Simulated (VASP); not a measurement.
# Al2O3 in VASP: notebook, part 2 of 2

VASP 6.6.1. Earlier steps stand in the parts before.

### 3 Single point, PBE

Contents of INCAR:

```
SYSTEM = Al2O3
  PREC = Accurate
  ENCUT = 520
  EDIFF = 1E-6
  ISMEAR = -1
  SIGMA = 0.2241
  LREAL = Auto
  LASPH = .TRUE.
  NELM = 100
  ALGO = Normal
  ISIF = 2
  LWAVE = .FALSE.
  LCHARG = .FALSE.
  GGA = PE
  NBANDS = 78
  ISYM = 0
```

Contents of KPOINTS:

```
regular mesh
0
G
  1 1 1
  0 0 0
```

Contents of POSCAR:

```
Al2O3
1.0
    6.1766180000      0.0403830000      0.1957820000
    0.0403830000      6.5396630000     -0.3645670000
    0.1957820000     -0.3645670000      6.8042970000
Al O
10 15
Direct
    0.3737523213      0.1823444582      0.1262581271
    0.2766283203      0.9073464143      0.4036181422
    0.8289456381      0.8855506139      0.3671750213
    0.0414397659      0.9080006601      0.9115986437
    0.5998164217      0.6849671926      0.6994159978
    0.8196026470      0.3829353324      0.2477268614
    0.1199411159      0.1842440190      0.6795222163
    0.3330514099      0.6184393523      0.1067117012
    0.6232007055      0.1535908081      0.6770328602
    0.0885734322      0.6386718564      0.6396617606
    0.3372679094      0.6480622374      0.4561617636
    0.3387331254      0.7093924674      0.8606229615
    0.5162331663      0.8478660270      0.1886872093
    0.6570263058      0.8957888337      0.6080275631
    0.3467456447      0.1402691285      0.8314917676
    0.3283707188      0.1682333534      0.4788475948
    0.1582038637      0.3723878300      0.1141015516
    0.6596454470      0.4334902651      0.6875628064
    0.5668398144      0.4149957826      0.1503571544
    0.0583601452     -0.0979095780      0.6004002372
    0.8704418900      0.1414402738      0.2760885661
    0.8858069413      0.5635346749      0.4090809221
    0.1091704290      0.8536951892      0.1646075251
    0.8757028925      0.7215015729      0.8315389232
    0.9108637576      0.1617177968      0.8550370808
```

Potentials or basis: VASP PAW PBE potentials, release 64 (Al, O).

Run with:

```sh
> cat potpaw_PBE.64/Al/POTCAR potpaw_PBE.64/O/POTCAR > POTCAR
> mpirun -np 1 vasp_gam > vasp.out
```

OUTCAR:

```text
SYSTEM = Al2O3
   PREC = Accurate
   ENCUT = 520
   EDIFF = 1E-6
   ISMEAR = -1
   LREAL = Auto
   LASPH = .TRUE.
   NELM = 100
   ISIF = 2
   GGA = PE
   ISYM = 0

 ion  position               nearest neighbor table
   1  0.374  0.182  0.126-  17 1.82  19 1.94  15 2.02  16 2.42  13 2.44   2 2.79   8 2.88   4 3.08
                             6 3.18   9 3.33
   2  0.277  0.907  0.404-  16 1.77  11 1.81  20 1.85  23 1.98  13 2.02   7 2.60   8 2.62  10 2.73
                             1 2.79   3 2.80   9 3.25   5 3.35
   3  0.829  0.886  0.367-  21 1.86  14 1.90  23 2.14  22 2.19  20 2.19  13 2.35   2 2.80   9 2.83
                             5 3.03  10 3.10   6 3.31   4 3.32   7 3.35
   4  0.041  0.908  0.912-  24 1.67  23 1.87  25 1.93  20 2.11  12 2.23  10 2.42  15 2.51   7 2.56
                             8 3.06   1 3.08   3 3.32
   5  0.600  0.685  0.699-  14 1.61  18 1.68  12 1.89  24 1.98  11 2.38  22 2.62   3 3.03  10 3.03
                             9 3.09   8 3.22  10 3.22   2 3.35
   6  0.820  0.383  0.248-  22 1.60  21 1.64  19 1.75  17 2.23   1 3.18   3 3.31
   7  0.120  0.184  0.680-  25 1.73  16 1.82  15 1.83  20 1.92   4 2.56   2 2.60  10 3.02   9 3.08
                             9 3.11   3 3.35
   8  0.333  0.618  0.107-  12 1.84  13 1.94  17 1.95  19 2.01  23 2.05  11 2.37   2 2.62   1 2.88
                             4 3.06   5 3.22
   9  0.623  0.154  0.677-  14 1.71  18 1.84  15 1.96  25 2.21  16 2.34   3 2.83   7 3.08   5 3.09
                             7 3.11   2 3.25   1 3.33
  10  0.089  0.639  0.640-  20 1.78  24 1.83  11 1.93  22 2.09  12 2.24   4 2.42   2 2.73   7 3.02
                             5 3.03   3 3.10   5 3.22
  11  0.337  0.648  0.456-   2 1.81  10 1.93   8 2.37   5 2.38
  12  0.339  0.709  0.861-   8 1.84   5 1.89   4 2.23  10 2.24
  13  0.516  0.848  0.189-   8 1.94   2 2.02   3 2.35   1 2.44
  14  0.657  0.896  0.608-   5 1.61   9 1.71   3 1.90
  15  0.347  0.140  0.831-   7 1.83   9 1.96   1 2.02   4 2.51
  16  0.328  0.168  0.479-   2 1.77   7 1.82   9 2.34   1 2.42
  17  0.158  0.372  0.114-   1 1.82   8 1.95   6 2.23
  18  0.660  0.433  0.688-   5 1.68   9 1.84
  19  0.567  0.415  0.150-   6 1.75   1 1.94   8 2.01
  20  0.058  0.902  0.600-  10 1.78   2 1.85   7 1.92   4 2.11   3 2.19
  21  0.870  0.141  0.276-   6 1.64   3 1.86
  22  0.886  0.564  0.409-   6 1.60  10 2.09   3 2.19   5 2.62
  23  0.109  0.854  0.165-   4 1.87   2 1.98   8 2.05   3 2.14
  24  0.876  0.722  0.832-   4 1.67  10 1.83   5 1.98
[... 153 lines left out ...]
  energy-cutoff  :      520.00
  volume of cell :      273.76
 maximum number of plane-waves:      3690
 NGX is ok and might be reduce to    48
   NGX = 23   NGY = 25   NGZ = 25

 number of electron     119.9999989 magnetization

 Free energy of the ion-electron system (eV)
  ---------------------------------------------------
  ext. energy  EPLUGINS =         0.00000000
  ---------------------------------------------------
  free energy    TOTEN  =      -166.64534412 eV

  energy without entropy =     -166.08882312  energy(sigma->0) =     -166.36708362

 E-fermi :   4.9652     XC(G=0): -10.2980

 val. band max:        4.5022595419   @ k =   0.0000   0.0000   0.0000
 cond. band min:       5.2874731961   @ k =   0.0000   0.0000   0.0000
 fundamental gap:      0.7852136541
 Fermi energy:         4.9652408897

 k-point     1 :       0.0000    0.0000    0.0000
  band No.  band energies     occupation
      1     -15.8119      2.00000
      2     -14.8581      2.00000
      3     -14.1021      2.00000
      4     -13.9010      2.00000
      5     -13.2927      2.00000
      6     -13.1284      2.00000
[... 64 lines left out ...]
     71      11.8665      0.00000
     72      12.1431      0.00000
 [bands above 72 left out]

------------------------ aborting loop because EDIFF is reached ----------------------------------------

  FORCE on cell =-STRESS in cart. coord.  units (eV):
  Direction    XX          YY          ZZ          XY          YZ          ZX
  --------------------------------------------------------------------------------------
  -------------------------------------------------------------------------------------
  Total      -13.9845497     14.2949079     -4.4520854      4.7785083     10.7665142     -9.8254703
  in kB      -81.8451644     83.6615490    -26.0560166     27.9664206     63.0114766    -57.5039773
  external PRESSURE =      -8.0798773 kB  Pullay stress =       0.0000000 kB

 VOLUME and BASIS-vectors are now :
 -----------------------------------------------------------------------------
  energy-cutoff  :      520.00
  volume of cell :      273.76
      direct lattice vectors                 reciprocal lattice vectors
     6.176618000  0.040383000  0.195782000     0.162059116 -0.001264453 -0.004730722
     0.040383000  6.539663000 -0.364567000    -0.001264453  0.153381044  0.008254376
     0.195782000 -0.364567000  6.804297000    -0.004730722  0.008254376  0.147544333

 POSITION                                       TOTAL-FORCE (eV/Angst)
 -----------------------------------------------------------------------------------
      2.34061      1.16153      0.86580         0.594079      2.131889     -0.696627
      1.82429      5.79776      2.46971         2.238571     -1.998898     -1.719062
      5.22773      5.69082      2.33782        -0.357775     -0.696573     -1.812665
      0.47110      5.60735      5.87987         0.722287      2.483178      2.327624
      3.86943      4.24869      4.62675        -1.515737     -3.872023      2.395977
      5.12634      2.44705      1.70646        -0.057716     -1.084978     -3.949641
[... 17 lines left out ...]
      5.60082      4.45059      5.56645        -0.640053     -2.397869      0.249503
      5.79999      0.78264      5.93730        -1.342118     -0.558041     -0.066661
 -----------------------------------------------------------------------------------
    total drift:                                0.012696     -0.010418     -0.010291

  FREE ENERGIE OF THE ION-ELECTRON SYSTEM (eV)
  ---------------------------------------------------
  free  energy   TOTEN  =      -166.6453441166 eV

  energy  without entropy=     -166.0888231243  energy(sigma->0) =     -166.36708362
```

It took 96 s on 1 thread of Intel Xeon 8259CL, shared host; peak memory 0.3 GiB.

What came out:

- Free energy: -166.6453 eV
- Pressure: -0.8 GPa
- Largest force: 6.791 eV/Å
- Band gap on the k mesh: 0.79 eV

Forces in eV/Å, atoms in the order of the input:
```
Al   0.594  2.132 -0.697
Al   2.239 -1.999 -1.719
Al  -0.358 -0.697 -1.813
Al   0.722  2.483  2.328
Al  -1.516 -3.872  2.396
Al  -0.058 -1.085 -3.950
Al   1.574  0.073  0.766
Al   0.975 -1.359  1.056
Al  -1.500  4.279  2.508
Al   0.405 -1.420 -2.462
O   -1.066  0.047  1.013
O   -1.407 -0.562 -1.323
O   -0.086  2.240  1.569
O    0.456  4.209 -4.167
O    1.339 -0.792  1.568
O    0.066  0.279 -1.551
O   -0.034  1.272  0.469
O   -0.318 -4.566 -0.339
O   -0.958 -1.280 -0.737
O    1.028  2.371 -2.605
O   -1.233 -4.247  3.049
O    1.563  5.830  3.112
O   -0.447 -0.380  1.345
O   -0.640 -2.398  0.250
O   -1.342 -0.558 -0.067
```

Caveat: the k points lie up to 1.02 Å⁻¹ apart.

### 4 Single point, PBE

Contents of INCAR:

```
SYSTEM = Al2O3
  PREC = Accurate
  ENCUT = 520
  EDIFF = 1E-7
  ISMEAR = -1
  SIGMA = 0.2241
  LREAL = Auto
  LASPH = .TRUE.
  NELM = 80
  ALGO = Normal
  ISIF = 2
  LWAVE = .FALSE.
  LCHARG = .TRUE.
  GGA = PE
  LELF = .TRUE.
  LVHAR = .TRUE.
  NBANDS = 78
  ISYM = 0
```

Contents of KPOINTS:

```
Automatic mesh
0
G
  1 1 1
  0 0 0
```

Contents of POSCAR:

```
Al2O3
1.0
    6.1766180000      0.0403830000      0.1957820000
    0.0403830000      6.5396630000     -0.3645670000
    0.1957820000     -0.3645670000      6.8042970000
Al O
10 15
Direct
    0.3442664995      0.1920304965      0.1539394589
    0.3266286000      0.8688528646      0.4171528788
    0.8034863525      0.8447227268      0.3603155279
   -0.0944581447      0.8896162824      1.0008453399
    0.5886519396      0.5650567912      0.6243942034
    0.8220735346      0.3741811053      0.1811824032
    0.1132499635      0.1415098785      0.6821497544
    0.3646278147      0.6005960457      0.0633889049
    0.5639260577      0.1243656034      0.7525150686
    0.0871394830      0.5956214613      0.6379172730
    0.2775423550      0.5983613503      0.4523820764
    0.3106244979      0.5720337574      0.7994386408
    0.4792326166      0.8949024709      0.1704362389
    0.5692469710      0.8807142138      0.5862133926
    0.3029068024      0.0498982890      0.8755572501
    0.2927892180      0.1585647990      0.4062300094
    0.1265197489      0.3617352832      0.1205569741
    0.6796608307      0.3132581830      0.6039951283
    0.5850106483      0.4331798746      0.1180986857
    0.0285012046     -0.1488708866      0.5132075459
    0.8773172835      0.0820586534      0.2401880671
    0.7843574506      0.5924164124      0.3775530968
    0.1013283328      0.7550529656      0.1157424685
    0.8412324855      0.6678102095      0.7964220824
    0.8787974680      0.1049980170      0.8321327076
```

Run with:

```sh
> cat potpaw_PBE.64/Al/POTCAR potpaw_PBE.64/O/POTCAR > POTCAR
> mpirun -np 1 vasp_gam > vasp.out
```

Run time: 98 s. Hardware: 1 thread of Intel Xeon 8259CL, shared host; peak memory 0.3 GiB.

Results (log left out):

* Free energy: -168.2227 eV
* Pressure: -6.2 GPa
* Largest force: 7.343 eV/Å
* Band gap on the k mesh: 0.81 eV

Forces in eV/Å, atoms in the order of the input:
```
Al  -1.259 -0.957 -0.059
Al  -0.664 -0.031 -1.244
Al   0.645  3.280  1.517
Al   0.859  0.930 -1.904
Al  -0.264  1.916 -0.573
Al   6.567 -1.979  2.621
Al  -0.696 -1.570 -0.511
Al  -3.286  1.167  0.260
Al   2.715 -0.793 -1.578
Al  -1.769  2.153  1.155
O    4.494 -0.611 -2.257
O    2.000 -0.844  0.292
O    0.847 -1.662  0.399
O   -0.388  0.040 -1.251
O    1.651  2.515 -1.048
O   -0.972 -1.166  3.490
O    0.264  0.678 -0.472
O   -1.089 -1.081  1.256
O   -5.979 -1.198 -3.162
O    2.121  3.366  1.973
O   -2.056 -0.651 -1.493
O   -0.564 -3.073  0.499
O   -0.728  0.133 -0.101
O   -0.322  0.081  0.607
O   -2.127 -0.642  1.583
```

Stress tensor (GPa, compression positive):
```
-10.83  -3.93   0.21
 -3.93  -4.78   1.57
  0.21   1.57  -3.07
```

Levels at points of the mesh, in eV from the valence-band top:
| k point | band 58 | band 59 | band 60 | band 61 | band 62 | band 63 |
| --- | --- | --- | --- | --- | --- | --- |
| (0.00, 0.00, 0.00) | -0.33 | -0.25 | 0.00 | 0.81 | 2.98 | 4.05 |

Caveat: the k points lie up to 1.02 Å⁻¹ apart.

### 5 Single point, PBE

Contents of INCAR:

```
PREC = Accurate
ENCUT = 520
EDIFF = 1E-7
ISMEAR = -1
SIGMA = 0.1206
LREAL = Auto
LASPH = True
NELM = 80
ALGO = Normal
ISIF = 2
LWAVE = False
LCHARG = False
GGA = PE
ISYM = 0
NBANDS = 78
```

Contents of KPOINTS:

```
regular mesh
0
Gamma
  1 1 1
```

Contents of POSCAR:

```
Al2O3
1.0
    6.1766180000      0.0403830000      0.1957820000
    0.0403830000      6.5396630000     -0.3645670000
    0.1957820000     -0.3645670000      6.8042970000
Al O
10 15
Direct
    0.3040237678      0.1871171977      0.1489103686
    0.2986127178      0.8614125703      0.3441117578
    0.8016203277      0.8808313887      0.4074676966
    0.8694614026      0.8663464497      0.0305767714
    0.5567801909      0.5775428983      0.6139457967
    0.8239649862      0.3690744253      0.2082402992
    0.0800404207      0.1480226443      0.7018229360
    0.2979975586      0.5703892685      0.0579005511
    0.5946659279      0.1524009676      0.7692807176
    0.0900425006      0.6269010300      0.6318033629
    0.2942497750      0.6127132223      0.4094163162
    0.3218084276      0.5335355514      0.7728162304
    0.4742679467      0.9236016145      0.1690873492
    0.5990630764      0.8834090564      0.5833810638
    0.3259517105      0.1377218389      0.8409464431
    0.1969067657      0.1722771340      0.4059722492
    0.0996314417      0.3592679216      0.1175354611
    0.6645370063      0.3363686908      0.6063079757
    0.5329250310      0.4234093021      0.1016034325
    0.0716889861      0.8744672735      0.5696382003
    0.8289735501      0.0554375831      0.2607354755
    0.8234170962      0.5874455343      0.3659954893
    0.0957345841      0.7627228587      0.1317741533
    0.8430734499      0.6938416067      0.8197124768
    0.8459422991      0.1213879613      0.9032881383
```

Run with:

```sh
> cat potpaw_PBE.64/Al/POTCAR potpaw_PBE.64/O/POTCAR > POTCAR
> mpirun -np 1 vasp_gam > vasp.out
```

It took 91 s on 1 thread of Intel Xeon 8259CL, shared host; peak memory 0.31 GiB.

Results (log left out):

* Free energy: -170.4271 eV
* Pressure: -3.4 GPa
* Largest force: 5.274 eV/Å
* Band gap on the k mesh: 1.47 eV

Forces on the atoms (eV/Å):
```
Al   1.669 -0.312  0.414
Al  -3.190  1.650  3.519
Al   1.722 -4.127  2.795
Al  -0.499  1.969 -1.229
Al   0.532  2.195 -1.317
Al  -0.833 -2.419 -1.288
Al   1.701 -1.926 -0.542
Al  -0.798 -1.472 -0.486
Al   0.805 -0.604 -1.226
Al  -0.163 -0.281  0.259
O    1.937 -1.535  1.422
O   -1.919  1.838  0.862
O    0.814  0.896 -2.662
O   -2.025  0.304  1.631
O   -1.677 -0.609  0.945
O    1.040 -1.212  1.544
O   -0.414  1.224 -1.297
O    1.284 -2.057  0.578
O    0.972 -2.226  0.135
O   -1.410  3.501 -0.598
O    0.396  3.290 -3.150
O   -1.137  2.393  2.246
O    0.744  1.223  0.031
O    0.511 -1.474 -0.837
O   -0.062 -0.230 -1.751
```

Stress tensor (GPa, compression positive):
```
-5.69  2.72 -3.15
 2.72  0.72 -3.23
-3.15 -3.23 -5.23
```

Levels at points of the mesh, in eV from the valence-band top:
| k point | band 58 | band 59 | band 60 | band 61 | band 62 | band 63 |
| --- | --- | --- | --- | --- | --- | --- |
| (0.00, 0.00, 0.00) | -0.41 | -0.26 | 0.00 | 1.47 | 3.90 | 4.97 |

Caveat: the k points lie up to 1.02 Å⁻¹ apart.
